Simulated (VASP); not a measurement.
# Cu12F in VASP: notebook, part 2 of 2

VASP 6.6.1. The steps go on from the part before.

### Step 3. Single point, PBE+D3(BJ), collinear spin

Input file INCAR:

```
SYSTEM = Cu12F
PREC = Accurate
ENCUT = 520
EDIFF = 1E-6
ISMEAR = 0
SIGMA = 0.1
LREAL = .FALSE.
LASPH = .TRUE.
NELM = 150
ALGO = Normal
ISIF = 2
LWAVE = .FALSE.
LCHARG = .FALSE.
ISPIN = 2
MAGMOM = 0 0 0 0 0 0 0 0 0 0 0 0 1
LORBIT = 11
LMAXMIX = 4
LDIPOL = .TRUE.
IDIPOL = 3
DIPOL = 0.5 0.5 0.469
GGA = PE
IVDW = 12
NBANDS = 86
```

Input file KPOINTS:

```
regular mesh
0
G
  4 4 1
  0 0 0
```

Input file POSCAR:

```
Cu12F
1.0
    5.0393684365      0.0000000000      0.0000000000
   -2.5196842182      4.3642210850      0.0000000000
    0.0000000000      0.0000000000     22.1146270984
Cu F
12 1
Direct
    0.3333333333      0.1666666667      0.3617515215
    0.3333333333      0.6666666667      0.3617515215
    0.8333333333      0.1666666667      0.3617515215
    0.8333333333      0.6666666667      0.3617515215
    0.6658818702      0.3317637405      0.4560842214
    0.6658818702      0.8341181298      0.4560842214
    0.1666666667      0.3333333333      0.4555975240
    0.1682362595      0.8341181298      0.4560842214
    0.0000951474      0.4999048526      0.5483807952
    0.0000951474      0.0001902948      0.5483807952
    0.4998097052      0.4999048526      0.5483807952
    0.5000000000      0.0000000000      0.5505941600
    0.5000000000      0.0000000000      0.6336373732
```

Potentials or basis: VASP PAW PBE potentials, release 64 (Cu, F).

The run is started by

```bash
> cat potpaw_PBE.64/Cu/POTCAR potpaw_PBE.64/F/POTCAR > POTCAR
> mpirun -np 1 vasp_std > vasp.out
```

OUTCAR:

```text
SYSTEM = Cu12F
   PREC = Accurate
   ENCUT = 520
   EDIFF = 1E-6
   ISMEAR = 0
   LREAL = .FALSE.
   LASPH = .TRUE.
   NELM = 150
   ISIF = 2
   ISPIN = 2
   LORBIT = 11
   GGA = PE
   IVDW = 12
 IVDW          = 12

 ion  position               nearest neighbor table
   1  0.333  0.167  0.362-   2 2.52   2 2.52   4 2.52   4 2.52   3 2.52   3 2.52   7 2.53   8 2.54
                             5 2.54
   2  0.333  0.667  0.362-   1 2.52   1 2.52   3 2.52   3 2.52   4 2.52   4 2.52   7 2.53   8 2.54
                             6 2.54
   3  0.833  0.167  0.362-   4 2.52   4 2.52   2 2.52   2 2.52   1 2.52   1 2.52   7 2.53   6 2.54
                             5 2.54
   4  0.833  0.667  0.362-   3 2.52   3 2.52   1 2.52   1 2.52   2 2.52   2 2.52   5 2.55   6 2.55
                             8 2.55
   5  0.666  0.332  0.456-   6 2.51   8 2.51  11 2.51   9 2.51   7 2.52   7 2.52   6 2.53   8 2.53
                             3 2.54   1 2.54  12 2.54   4 2.55
   6  0.666  0.834  0.456-   5 2.51   8 2.51  11 2.51  10 2.51   7 2.52   7 2.52   5 2.53   8 2.53
                             3 2.54   2 2.54  12 2.54   4 2.55
   7  0.167  0.333  0.456-  10 2.51  11 2.51   9 2.51   8 2.52   5 2.52   6 2.52   6 2.52   8 2.52
                             5 2.52   1 2.53   2 2.53   3 2.53
   8  0.168  0.834  0.456-   5 2.51   6 2.51  10 2.51   9 2.51   7 2.52   7 2.52   5 2.53   6 2.53
                             1 2.54   2 2.54  12 2.54   4 2.55
   9  0.000  0.500  0.548-   8 2.51   5 2.51   7 2.51  10 2.52  11 2.52  12 2.52  12 2.52  10 2.52
                            11 2.52
  10  0.000  0.000  0.548-   8 2.51   6 2.51   7 2.51   9 2.52  11 2.52  12 2.52  12 2.52   9 2.52
                            11 2.52
  11  0.500  0.500  0.548-   5 2.51   6 2.51   7 2.51  10 2.52   9 2.52  12 2.52  12 2.52  10 2.52
                             9 2.52
  12  0.500  0.000  0.551-  13 1.84  11 2.52  11 2.52   9 2.52   9 2.52  10 2.52  10 2.52   6 2.54
                             5 2.54   8 2.54
  13  0.500  0.000  0.634-  12 1.84

  LATTYP: Found a hexagonal cell.
[... 900 lines left out ...]
  -------------------------------------------------------------------------------------
  Total      -2.89373    -2.89373     0.45965    -0.00000     0.00000    -0.00000
  in kB      -9.53248    -9.53248     1.51417    -0.00000     0.00000    -0.00000
  external pressure =       -5.85 kB  Pullay stress =        0.00 kB

 VOLUME and BASIS-vectors are now :
 -----------------------------------------------------------------------------
  energy-cutoff  :      520.00
  volume of cell :      486.37
      direct lattice vectors                 reciprocal lattice vectors
     5.039368437  0.000000000  0.000000000     0.198437565  0.114567981  0.000000000
    -2.519684218  4.364221085  0.000000000     0.000000000  0.229135963  0.000000000
     0.000000000  0.000000000 22.114627098     0.000000000  0.000000000  0.045218940

 POSITION                                       TOTAL-FORCE (eV/Angst)
 -----------------------------------------------------------------------------------
      1.25984      0.72737      8.00000         0.018442     -0.010647     -0.050125
     -0.00000      2.90948      8.00000         0.000000      0.021295     -0.050125
      3.77953      0.72737      8.00000        -0.018442     -0.010647     -0.050125
      2.51968      2.90948      8.00000         0.000000     -0.000000      0.058670
      2.51968      1.44789     10.08613        -0.000000     -0.017157      0.001381
      1.25391      3.64028     10.08613        -0.014859      0.008579      0.001381
      0.00000      1.45474     10.07537         0.000000     -0.000000      0.014504
     -1.25391      3.64028     10.08613         0.014859      0.008579      0.001381
     -1.25912      2.18170     12.12724         0.004779     -0.002759      0.026691
      0.00000      0.00083     12.12724         0.000000      0.005518      0.026691
      1.25912      2.18170     12.12724        -0.004779     -0.002759      0.026691
      2.51968      0.00000     12.17618         0.000000     -0.000000     -0.145411
      2.51968      0.00000     14.01265         0.000000     -0.000000      0.138395
 -----------------------------------------------------------------------------------
    total drift:                                0.000001      0.000001     -0.008049

  FREE ENERGIE OF THE ION-ELECTRON SYSTEM (eV)
  ---------------------------------------------------
  free  energy   TOTEN  =       -49.8265506865 eV

  energy  without entropy=      -49.7665769141  energy(sigma->0) =      -49.79656380

 vacuum level on the upper side and lower side of the slab         5.144         2.963

 total charge

# of ion       s       p       d       tot
------------------------------------------
    1        0.465   0.314   9.176   9.955
    2        0.465   0.314   9.176   9.955
    3        0.465   0.314   9.176   9.955
    4        0.461   0.312   9.182   9.954
    5        0.447   0.401   9.186  10.034
    6        0.447   0.401   9.186  10.034
    7        0.451   0.392   9.195  10.038
    8        0.447   0.401   9.186  10.034
    9        0.454   0.298   9.205   9.956
   10        0.454   0.298   9.205   9.956
   11        0.454   0.298   9.205   9.956
   12        0.452   0.423   9.146  10.021
   13        1.744   4.266   0.000   6.009
--------------------------------------------------
tot          7.207   8.432 110.220 125.860

 magnetization (x)

# of ion       s       p       d       tot
------------------------------------------
    1       -0.000   0.000  -0.000  -0.000
    2       -0.000   0.000  -0.000  -0.000
    3       -0.000   0.000  -0.000  -0.000
    4       -0.000   0.000  -0.000  -0.000
    5       -0.000   0.000  -0.000  -0.000
    6       -0.000   0.000  -0.000  -0.000
    7       -0.000   0.000  -0.000  -0.000
    8       -0.000   0.000  -0.000  -0.000
    9       -0.000  -0.000  -0.000  -0.000
   10       -0.000  -0.000  -0.000  -0.000
   11       -0.000  -0.000  -0.000  -0.000
   12        0.000   0.000  -0.000  -0.000
   13        0.000  -0.000   0.000  -0.000
--------------------------------------------------
tot         -0.000   0.000  -0.000  -0.000
```

Run time: 26 min. Hardware: 1 thread of Oxide Virtual Turin-like, shared host; peak memory 0.84 GiB.

What came out:

```yaml
Free_energy: -49.8266 eV
Largest_force: 0.145 eV/Å
Net_moment: 0.00 μB per cell
Valence_electrons_inside_the_program's_atomic_spheres: Cu 9.96, 9.95, 10.03, 10.04, 10.02 (each value once); F 6.01
Dispersion_energy_per_atom: -0.372 eV
```

Forces in eV/Å, atoms in the order of the input:
```
Cu   0.018 -0.011 -0.050
Cu   0.000  0.021 -0.050
Cu  -0.018 -0.011 -0.050
Cu   0.000  0.000  0.059
Cu   0.000 -0.017  0.001
Cu  -0.015  0.009  0.001
Cu   0.000  0.000  0.015
Cu   0.015  0.009  0.001
Cu   0.005 -0.003  0.027
Cu   0.000  0.006  0.027
Cu  -0.005 -0.003  0.027
Cu   0.000  0.000 -0.145
F    0.000  0.000  0.138
```

With open d or f shells a metallic result of PBE can be an artefact of self-interaction; +U or a hybrid may open a gap.
